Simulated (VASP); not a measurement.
## RbDyH4: single point with PBE

Crystal: RbDyH4.

```
CELL_PARAMETERS angstrom
3.66906 -3.56704 0.00000
3.66906 3.56704 0.00000
0.00000 0.00000 4.05310
ATOMIC_POSITIONS crystal
Rb 0.50000 0.50000 0.50000
Dy 0.00000 0.00000 0.00000
H 0.28409 0.71591 0.00000
H 0.71591 0.28409 0.00000
H 0.50000 0.00000 0.50000
H 0.00000 0.50000 0.50000
```

The cell was generated, and may not be a known phase.

```json
{
  "Program": "VASP 6.6.1",
  "Task": "single point",
  "Functional": "PBE",
  "Potentials or basis": "VASP PAW PBE potentials, release 64 (Rb_sv, Dy_3, H), 4f in core",
  "Cutoff": "500 eV",
  "k mesh": "8 × 8 × 10",
  "Occupations": "gaussian, width 0.1 eV",
  "Spin": "no spin polarisation"
}
```

```yaml
Pressure: 0.0 GPa
Largest_force: 0.035 eV/Å
Band_gap_on_the_k_mesh: zero (bands 11 and 12 overlap by 0.18 eV)
```

Forces on the atoms (eV/Å):
```
Rb   0.000  0.000  0.000
Dy   0.000  0.000  0.000
H    0.000 -0.035  0.000
H    0.000  0.035  0.000
H    0.000  0.000  0.000
H    0.000  0.000  0.000
```

Stress tensor (GPa, compression positive):
```
-0.10  0.00  0.00
 0.00  0.19  0.00
 0.00  0.00 -0.09
```

Levels at points of the mesh, in eV from the Fermi level:
| k point | band 8 | band 9 | band 10 | band 11 | band 12 | band 13 | band 14 | band 15 |
| --- | --- | --- | --- | --- | --- | --- | --- | --- |
| (0.00, 0.00, 0.00) | -4.78 | -2.17 | -1.68 | -0.33 | 0.86 | 2.44 | 2.47 | 2.82 |
| (0.50, 0.00, 0.00) | -3.20 | -3.09 | -1.31 | -0.55 | 0.29 | 1.94 | 2.35 | 2.82 |
| (0.50, 0.50, 0.00) | -3.18 | -2.05 | -1.53 | -1.01 | 0.87 | 1.49 | 2.17 | 2.48 |
| (0.00, 0.00, 0.50) | -2.79 | -2.58 | -1.35 | -0.96 | 1.03 | 1.30 | 1.37 | 1.45 |
| (0.50, 0.00, 0.50) | -3.04 | -2.35 | -1.16 | -0.71 | 0.83 | 1.00 | 2.46 | 2.92 |
| (0.50, 0.50, 0.50) | -2.24 | -1.62 | -1.57 | -1.37 | 1.74 | 1.89 | 2.21 | 2.75 |

Run time: 120 s on 1 thread of Intel(R) Xeon(R) 6975P-C (Granite Rapids) (shared host), peak memory 0.4 GiB.

Caveat: spin-orbit coupling is left out, which moves the levels of the heavy elements; the 4f electrons are frozen in the core, so they carry no moment and show no levels. Spin polarisation is off, so any magnetic state and its effect on volume and gap are missing.
